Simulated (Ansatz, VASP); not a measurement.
## Two plane-wave programs on TiGe

```
Ti Ge
1.0
     0.00000    3.27788    3.27788
     3.27788    0.00000    3.27788
     3.27788    3.27788    0.00000
Ti Ge
2 2
Direct
  0.75000 0.75000 0.75000
  0.50000 0.50000 0.50000
  0.25000 0.25000 0.25000
  0.00000 0.00000 0.00000
```

Alike in both runs: task relaxation of cell and atoms; functional PBE; k mesh 4 × 4 × 4; occupations gaussian, width 0.1 eV; no spin polarisation.

|  | VASP | Ansatz |
| --- | --- | --- |
| version | VASP 6.6.1 | Ansatz 0.2.0 |
| potentials or method | VASP PAW PBE potentials, release 64 (Ti_sv, Ge_d), cutoff 600 eV | scalar-relativistic, plane waves, PAW |
| valence electrons in the cell | 52 | 52 |

VASP gave:

```
gap on the k mesh at the Fermi level, each at its own relaxed structure (eV)  : none
relaxed volume (Å³/atom)                                                      : 16.72
relaxed length of the cell vector where the two differ most in proportion (Å) : 4.556
```

Estimate Ansatz's values.

gap on the k mesh at the Fermi level, each at its own relaxed structure (eV): none; relaxed volume (Å³/atom): 16.78; relaxed length of the cell vector where the two differ most in proportion (Å): 4.561.

A gap of «none» marks a metal or a gap that the smearing closes.

The k mesh is coarse, so the values compare programs but aren't converged.
